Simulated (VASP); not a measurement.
# As in VASP: a series of runs

As is run at these levels: PBE; tasks: single point.

Everything below comes from runs of VASP 6.6.1. Logs are shortened: lines on timing, memory, paths and dates and some standing lists are left out, and cuts for length are marked.

### Step 1. The cell of the first run

The cell holds a slab with vacuum, 2 atoms: a = 3.786 Å, b = 3.786 Å, c = 28.000 Å, α = 90.00°, β = 90.00°, γ = 120.00°.

### Step 2. Single point, PBE

INCAR

```
SYSTEM = As
PREC = Accurate
ENCUT = 520
EDIFF = 1E-7
ISMEAR = 0
SIGMA = 0.02
LREAL = .False.
LASPH = .True.
NELM = 60
ALGO = Normal
ISIF = 2
LWAVE = .False.
LCHARG = .True.
LDIPOL = .True.
IDIPOL = 3
DIPOL = 0.5 0.5 0.500
GGA = PE
LELF = .True.
LVHAR = .True.
LVACPOTAV = .True.
NBANDS = 12
```

KPOINTS

```
regular mesh
0
Gamma
  9 9 1
  0 0 0
```

POSCAR

```
As
1.0
    3.7860000000      0.0000000000      0.0000000000
   -1.8930000000      3.2787721787      0.0000000000
    0.0000000000      0.0000000000     28.0000000000
As
2
Direct
    0.3333333333      0.6666666667      0.5266071429
    0.6666666667      0.3333333333      0.4733928571
```

Potentials or basis: VASP PAW PBE potentials, release 64 (As).

Run with:

```console
cat potpaw_PBE.64/As/POTCAR > POTCAR
mpirun -np 1 vasp_std > vasp.out
```

OUTCAR:

```text
SYSTEM = As
   PREC = Accurate
   ENCUT = 520
   EDIFF = 1E-7
   ISMEAR = 0
   LREAL = .False.
   LASPH = .True.
   NELM = 60
   ISIF = 2
   GGA = PE

 ion  position               nearest neighbor table
   1  0.333  0.667  0.527-   2 2.65   2 2.65   2 2.65
   2  0.667  0.333  0.473-   1 2.65   1 2.65   1 2.65

  LATTYP: Found a hexagonal cell.
 ALAT       =     3.7860000000
 C/A-ratio  =     7.3956682515

  Lattice vectors:

 A1 = (   3.7860000000,   0.0000000000,   0.0000000000)
 A2 = (  -1.8930000000,   3.2787721787,   0.0000000000)
 A3 = (   0.0000000000,   0.0000000000,  28.0000000000)

Analysis of symmetry for initial positions (statically):
=====================================================================
 Subroutine PRICEL returns:
 Original cell was already a primitive cell.

 Routine SETGRP: Setting up the symmetry group for a
 hexagonal supercell.

 Subroutine GETGRP returns: Found 12 space group operations
 (whereof 12 operations were pure point group operations)
 out of a pool of 24 trial point group operations.

The static configuration has the point symmetry D_3d.

Analysis of symmetry for dynamics (positions and initial velocities):
=====================================================================
 Subroutine PRICEL returns:
 Original cell was already a primitive cell.

 Routine SETGRP: Setting up the symmetry group for a
 hexagonal supercell.

 Subroutine GETGRP returns: Found 12 space group operations
 (whereof 12 operations were pure point group operations)
 out of a pool of 24 trial point group operations.

The dynamic configuration has the point symmetry D_3d.

 Subroutine INISYM returns: Found 12 space group operations
 (whereof 12 operations are pure point group operations),
 and found     1 'primitive' translations

----------------------------------------------------------------------------------------

                                     Primitive cell

  volume of cell :     347.5761

  direct lattice vectors                    reciprocal lattice vectors
     3.786000000  0.000000000  0.000000000     0.264131009  0.152496109  0.000000000
    -1.893000000  3.278772179  0.000000000     0.000000000  0.304992218  0.000000000
     0.000000000  0.000000000 28.000000000     0.000000000  0.000000000  0.035714286

  length of vectors
[... 83 lines left out ...]
   EFERMI =   0.00;   METHOD = LEGACY
   ISMEAR =     0;   SIGMA  =   0.02  broadening in eV -4-tet -1-fermi 0-gaus
   EFERMI_NEDOS =   21; number of points for ismear=-14 and -15
   IALGO  =     38    algorithm
   IMIX   =      4    mixing-type and parameters
     AMIX     =   0.40;   BMIX     =  1.00
     AMIX_MAG =   1.60;   BMIX_MAG =  1.00
  volume/ion in A,a.u.               =     173.79      1172.78
  Fermi-wavevector in a.u.,A,eV,Ry     =   0.501639  0.947961  3.423797  0.251642
  Thomas-Fermi vector in A             =   1.510253
   LORBIT       =      0    0 simple, 1 ext, 2 COOP (PROOUT), +10 PAW based schemes
   GGA     = PE    functional components
   LHFCALC =     F    Hartree Fock is set to
   AEXX    =    0.0000 exact exchange contribution
   IVDW    =     0    specifies the selected vdW correction
   LEPSILON=     F    determine dielectric tensor
   LRPA    =     F    only Hartree local field effects (RPA)
 non-spin polarized calculation
 Gauss-broadening in eV      SIGMA  =   0.02
  energy-cutoff  :      520.00
  volume of cell :      347.58
 maximum number of plane-waves:      9399
   NGX = 15   NGY = 15   NGZ =105

 dipolmoment           0.000000      0.000000      0.000000 electrons x Angstroem

 number of electron      10.0000001 magnetization

 dipolmoment           0.000000      0.000000     -0.000000 electrons x Angstroem

 Free energy of the ion-electron system (eV)
  ---------------------------------------------------
  ext. energy  EPLUGINS =         0.00000000
  ---------------------------------------------------
  free energy    TOTEN  =        -9.13364277 eV

  energy without entropy =       -9.13364277  energy(sigma->0) =       -9.13364277

 E-fermi :  -3.8860     XC(G=0):  -1.8103

 val. band max:       -4.0175195693   @ k =   0.0000   0.0000   0.0000
 cond. band min:      -2.5809303198   @ k =   0.0000   0.0000   0.0000
 fundamental gap:      1.4365892494
 Fermi energy:        -3.8859756328

 k-point     1 :       0.0000    0.0000    0.0000
  band No.  band energies     occupation
      1     -16.5075      2.00000
      2     -11.3786      2.00000
      3      -4.5538      2.00000
      4      -4.0175      2.00000
      5      -4.0175      2.00000
      6      -2.5809      0.00000
      7      -0.9743      0.00000
      8      -0.9743      0.00000
      9       0.7834      0.00000
     10       0.9135      0.00000
     11       1.3370      0.00000
     12       1.6502      0.00000
[... 151 lines left out ...]
 k-point    12 :       0.3333    0.3333    0.0000
  band No.  band energies     occupation
      1     -13.6235      2.00000
      2     -13.6235      2.00000
      3      -7.6123      2.00000
      4      -5.8890      2.00000
      5      -5.8890      2.00000
      6      -2.1131      0.00000
      7      -0.1309      0.00000
      8      -0.1309      0.00000
      9       3.7647      0.00000
     10       4.3440      0.00000
     11       4.3440      0.00000
     12       5.2116      0.00000

------------------------ aborting loop because EDIFF is reached ----------------------------------------

 vacuum level on the upper side and lower side of the slab       (xc-potential included)        -0.097        -0.097

  FORCE on cell =-STRESS in cart. coord.  units (eV):
  Direction    XX          YY          ZZ          XY          YZ          ZX
  --------------------------------------------------------------------------------------
  -------------------------------------------------------------------------------------
  Total       -2.4310409     -2.4310409     -2.1742599      0.0000000      0.0000000     -0.0000000
  in kB      -11.2060608    -11.2060608    -10.0224099      0.0000000      0.0000000     -0.0000000
  external PRESSURE =     -10.8115105 kB  Pullay stress =       0.0000000 kB

 VOLUME and BASIS-vectors are now :
 -----------------------------------------------------------------------------
  energy-cutoff  :      520.00
  volume of cell :      347.58
      direct lattice vectors                 reciprocal lattice vectors
     3.786000000  0.000000000  0.000000000     0.264131009  0.152496109  0.000000000
    -1.893000000  3.278772179  0.000000000     0.000000000  0.304992218  0.000000000
     0.000000000  0.000000000 28.000000000     0.000000000  0.000000000  0.035714286

 POSITION                                       TOTAL-FORCE (eV/Angst)
 -----------------------------------------------------------------------------------
     -0.00000      2.18585     14.74500         0.000000     -0.000000     -1.458538
      1.89300      1.09292     13.25500        -0.000000      0.000000      1.458538
 -----------------------------------------------------------------------------------
    total drift:                               -0.000000      0.000000     -0.000000

  FREE ENERGIE OF THE ION-ELECTRON SYSTEM (eV)
  ---------------------------------------------------
  free  energy   TOTEN  =        -9.1336427683 eV

  energy  without entropy=       -9.1336427683  energy(sigma->0) =       -9.13364277

 vacuum level on the upper side and lower side of the slab         1.203         1.203
```

stdout:

```text
POSCAR found type information on POSCAR As
 POSCAR found :  1 types and       2 ions
 scaLAPACK will be used
 LDA part: xc-table for (Slater+PW92), standard interpolation
 POSCAR, INCAR and KPOINTS ok, starting setup
 FFT: planning ... GRIDC
 FFT: planning ... GRID_SOFT
 FFT: planning ... GRID
 WAVECAR not read
 entering main loop
```

Run time: 2.9 min. Hardware: 1 thread of AMD EPYC 7R13, shared host; peak memory 0.34 GiB.

What came out:

```
Free energy                            : -9.1336 eV
Largest force                          : 1.459 eV/Å
Band gap on the k mesh                 : 1.44 eV, direct
Ionisation potential of the upper face : 5.22 eV
```

Forces in eV/Å, atoms in the order of the input:
```
As   0.000  0.000 -1.459
As   0.000  0.000  1.459
```

Levels at points of the mesh, in eV from the valence-band top:
```csv
k point,band 3,band 4,band 5,band 6,band 7,band 8
"(0.00, 0.00, 0.00)",-0.54,0.00,0.00,1.44,3.04,3.04
```

### Step 3. Single point, PBE

INCAR

```
SYSTEM = As
PREC = Accurate
ENCUT = 520
EDIFF = 1E-6
ISMEAR = 0
SIGMA = 0.02
LREAL = .False.
LASPH = .True.
NELM = 100
ALGO = Normal
ISIF = 2
LWAVE = .False.
LCHARG = .False.
LDIPOL = .True.
IDIPOL = 3
DIPOL = 0.5 0.5 0.500
GGA = PE
NBANDS = 12
```

KPOINTS

```
Automatic mesh
0
Gamma
  9 9 1
  0 0 0
```

POSCAR

```
As
1.0
    3.7860000000      0.0000000000      0.0000000000
   -1.8930000000      3.2787721787      0.0000000000
    0.0000000000      0.0000000000     28.0000000000
As
2
Direct
    0.3333333333      0.6666666667      0.5372500000
    0.6666666667      0.3333333333      0.4627500000
```

Potentials or basis: VASP PAW PBE potentials, release 64 (As).

Run with:

```console
cat potpaw_PBE.64/As/POTCAR > POTCAR
mpirun -np 1 vasp_std > vasp.out
```

It took 2.3 min on 1 thread of AMD EPYC 7R13, shared host; peak memory 0.34 GiB.

It converged, with:

```yaml
Free_energy: -7.2300 eV
Largest_force: 3.672 eV/Å
Band_gap_on_the_k_mesh: zero (band 5 reaches -2.50 eV, above the bottom of band 6 at -3.22 eV)
```

Forces on the atoms (eV/Å):
```
As   0.000  0.000 -3.672
As   0.000  0.000  3.672
```

Levels at points of the mesh, in eV from the Fermi level:
| k point | band 2 | band 3 | band 4 | band 5 | band 6 | band 7 | band 8 | band 9 |
| --- | --- | --- | --- | --- | --- | --- | --- | --- |
| (0.00, 0.00, 0.00) | -9.48 | -2.34 | 0.49 | 0.49 | 0.88 | 1.94 | 1.94 | 3.74 |

### Step 4. Single point, PBE

This run uses another cell than the first one, of 163.30 Å³/atom, 0.940 times its volume.

INCAR

```
  PREC = Accurate
  ENCUT = 520
  EDIFF = 1E-6
  ISMEAR = 0
  SIGMA = 0.02
  LREAL = F
  LASPH = T
  NELM = 100
  ALGO = Normal
  ISIF = 2
  LWAVE = F
  LCHARG = F
  LDIPOL = T
  IDIPOL = 3
  DIPOL = 0.5 0.5 0.500
  GGA = PE
  NBANDS = 12
```

KPOINTS

```
Automatic mesh
0
Gamma
  9 9 1
```

POSCAR

```
As
1.0
    3.6700000000      0.0000000000      0.0000000000
   -1.8350000000      3.1783132319      0.0000000000
    0.0000000000      0.0000000000     28.0000000000
As
2
Direct
    0.3333333333      0.6666666667      0.5372500000
    0.6666666667      0.3333333333      0.4627500000
```

Run with:

```console
cat potpaw_PBE.64/As/POTCAR > POTCAR
mpirun -np 1 vasp_std > vasp.out
```

Wall time 45 s (1 thread of Intel Xeon 6975P-C (Granite Rapids), shared host); peak memory 0.38 GiB.

It converged, with:

- Free energy: -7.4176 eV
- Largest force: 3.677 eV/Å
- Band gap on the k mesh: zero (band 5 reaches -2.09 eV, above the bottom of band 6 at -3.24 eV)

Forces in eV/Å, atoms in the order of the input:
```
As   0.000  0.000 -3.677
As   0.000  0.000  3.677
```

Levels at points of the mesh, in eV from the Fermi level:
| k point | band 2 | band 3 | band 4 | band 5 | band 6 | band 7 | band 8 | band 9 |
| --- | --- | --- | --- | --- | --- | --- | --- | --- |
| (0.00, 0.00, 0.00) | -9.58 | -2.56 | 0.79 | 0.79 | 1.04 | 2.27 | 2.27 | 3.72 |

### Step 5. Single point, PBE

This run uses another cell than the first one, of 168.50 Å³/atom, 0.970 times its volume.

INCAR

```
SYSTEM = As
PREC = Accurate ; ENCUT = 520
EDIFF = 1E-6 ; ISMEAR = 0
SIGMA = 0.02 ; LREAL = .False.
LASPH = .True. ; NELM = 100
ALGO = Normal ; ISIF = 2
LWAVE = .False. ; LCHARG = .False.
LDIPOL = .True. ; IDIPOL = 3
DIPOL = 0.5 0.5 0.500 ; GGA = PE
NBANDS = 12
```

KPOINTS

```
regular mesh
0
Gamma
  9 9 1
  0 0 0
```

POSCAR

```
As
1.0
    3.7280000000      0.0000000000      0.0000000000
   -1.8640000000      3.2285427053      0.0000000000
    0.0000000000      0.0000000000     28.0000000000
As
2
Direct
    0.3333333333      0.6666666667      0.5106428571
    0.6666666667      0.3333333333      0.4893571429
```

Run with:

```console
cat potpaw_PBE.64/As/POTCAR > POTCAR
mpirun -np 1 vasp_std > vasp.out
```

It took 42 s on 1 thread of Intel Xeon 6975P-C (Granite Rapids), shared host; peak memory 0.39 GiB.

The run converged. Its results:

```yaml
Free_energy: -7.0208 eV
Largest_force: 3.740 eV/Å
Band_gap_on_the_k_mesh: zero (band 5 reaches -2.84 eV, above the bottom of band 6 at -3.64 eV)
```

Forces on the atoms (eV/Å):
```
As   0.000  0.000  3.740
As   0.000  0.000 -3.740
```

Levels at points of the mesh, in eV from the Fermi level:
| k point | band 1 | band 2 | band 3 | band 4 | band 5 | band 6 | band 7 | band 8 | band 9 | band 10 |
| --- | --- | --- | --- | --- | --- | --- | --- | --- | --- | --- |
| (0.00, 0.00, 0.00) | -16.17 | -6.19 | -3.87 | -3.87 | -2.23 | 1.05 | 1.57 | 1.57 | 3.80 | 4.05 |

### Step 6. Single point, PBE

This run uses another cell than the first one, of 168.50 Å³/atom, 0.970 times its volume.

INCAR

```
PREC     = Accurate       # precision mode
ENCUT    = 520            # plane-wave cutoff, eV
EDIFF    = 1E-6           # SCF threshold, eV
ISMEAR   = 0              # smearing method
SIGMA    = 0.02           # smearing width, eV
LREAL    = F              # projectors in reciprocal space
LASPH    = T              # aspherical terms in the spheres
NELM     = 60             # most SCF steps
ALGO     = Normal         # electronic algorithm
ISIF     = 2              # what is computed and relaxed
LWAVE    = F              # write WAVECAR
LCHARG   = F              # write CHGCAR
LDIPOL   = T            
IDIPOL   = 3            
DIPOL    = 0.5 0.5 0.500
GGA      = PE             # functional
NBANDS   = 12             # bands
```

KPOINTS

```
regular mesh
0
Gamma
  9 9 1
```

POSCAR

```
As
1.0
    3.7280000000      0.0000000000      0.0000000000
   -1.8640000000      3.2285427053      0.0000000000
    0.0000000000      0.0000000000     28.0000000000
As
2
Direct
    0.3333333333      0.6666666667      0.5212857143
    0.6666666667      0.3333333333      0.4787142857
```

Potentials or basis: VASP PAW PBE potentials, release 64 (As).

Run with:

```console
cat potpaw_PBE.64/As/POTCAR > POTCAR
mpirun -np 1 vasp_std > vasp.out
```

Wall time 28 s (1 thread of Intel Xeon 6975P-C (Granite Rapids), shared host); peak memory 0.38 GiB.

Results (log left out):

```yaml
Free_energy: -9.1045 eV
Largest_force: 2.142 eV/Å
Band_gap_on_the_k_mesh: 0.42 eV, indirect (least direct gap 0.45 eV)
```

Forces on the atoms (eV/Å):
```
As   0.000  0.000  2.142
As   0.000  0.000 -2.142
```

Levels at points of the mesh, in eV from the valence-band top:
| k point | band 1 | band 2 | band 3 | band 4 | band 5 | band 6 | band 7 | band 8 | band 9 | band 10 |
| --- | --- | --- | --- | --- | --- | --- | --- | --- | --- | --- |
| (0.00, 0.00, 0.00) | -13.97 | -6.82 | -1.28 | -1.28 | -0.03 | 0.42 | 2.75 | 2.75 | 4.73 | 4.97 |

### Step 7. Summary

```csv
cell,gap on the mesh (eV),largest force (eV/Å)
"a = 3.786, b = 3.786, c = 28.000 Å, angles 90.0, 90.0, 120.0°, 2 atoms",none,3.67
"a = 3.670, b = 3.670, c = 28.000 Å, angles 90.0, 90.0, 120.0°, 2 atoms",none,3.68
"a = 3.728, b = 3.728, c = 28.000 Å, angles 90.0, 90.0, 120.0°, 2 atoms",0.42,2.14
```

Some of these runs hold the atoms at other places in the same cell, which the table doesn't show; runs alike in all that it shows share one row.

Alike in all rows: task single point; level PBE; potentials or basis VASP PAW PBE potentials, release 64 (As); no spin polarisation; k mesh 9 × 9 × 1; cutoff (eV) 520; smearing gaussian 0.02 eV.

Absolute energies hang on the potentials; compare differences alone.
